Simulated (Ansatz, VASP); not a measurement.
## One calculation of SiC, two programs

```
Si C
1.0
     2.18986   -2.18986    0.00000
     2.18986    0.00000   -2.18986
     9.91416    9.91416    9.91416
Si C
6 6
Direct
  0.00000 0.00000 0.34970
  0.33333 0.33333 0.20245
  0.66667 0.66667 0.49696
  0.00000 0.00000 0.79147
  0.33333 0.33333 0.64421
  0.66667 0.66667 0.05519
  0.66667 0.66667 0.38651
  0.00000 0.00000 0.23926
  0.33333 0.33333 0.53377
  0.66667 0.66667 0.82828
  0.00000 0.00000 0.68103
  0.33333 0.33333 0.09200
```

Alike in both runs: task single point; functional PBE; k mesh 10 × 10 × 2; occupations gaussian, width 0.05 eV; no spin polarisation.

|  | VASP | Ansatz |
| --- | --- | --- |
| version | VASP 6.6.1 | Ansatz 0.2.0 |
| potentials or method | VASP PAW PBE potentials, release 64 (Si, C), cutoff 520 eV | scalar-relativistic, plane waves, PAW |
| valence electrons in the cell | 48 | 48 |

|  | VASP | Ansatz | Ansatz less VASP |
| --- | --- | --- | --- |
| gap on the k mesh at the Fermi level (eV) | none | none | - |
| pressure (GPa) | -1.5 | -1.5 | +0.04 |
| traceless stress, the component that is largest in VASP (GPa) | -1.44 | -1.41 | +0.030 |
| rms of the force components (eV/Å) | 0.590 | 0.592 | +0.0011 |

Atom by atom the forces differ by 0.003 eV/Å (rms over components). A gap of «none» marks a metal or a gap that the smearing closes.
